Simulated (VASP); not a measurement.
Sb:

```
Sb
1.0
     3.16000    0.00000    0.00000
     0.00000    3.16000    0.00000
     0.00000    0.00000    3.16000
Sb
1
Direct
  0.00000 0.00000 0.00000
```

This isn't the form of Sb at room conditions, which is rhombohedral.

Base run:

```yaml
Program: VASP 6.6.1
Functional: PBE0
Potentials_or_basis: VASP PAW PBE potentials, release 64 (Sb_d_GW)
Cutoff: 400 eV
k_mesh: 6 × 6 × 6
Occupations: fermi-dirac, width 0.05 eV
Spin: no spin polarisation
```

Its results: band gap on the k mesh zero (an odd number of electrons rules out a gap without spin polarisation); pressure -3.6 GPa.

**Question.** The run is repeated on the same cell with these changes: k mesh from 6 × 6 × 6 to 4 × 4 × 4. What comes out?

**Answer.** Band gap on the k mesh zero (an odd number of electrons rules out a gap without spin polarisation); pressure -6.1 GPa.

Caveats: some runs use coarse meshes; the PAW data sets were made with another functional, which shifts forces and pressure a little; spin-orbit coupling is left out, which moves the levels of the heavy elements; the cell stands under tension (at least some runs).
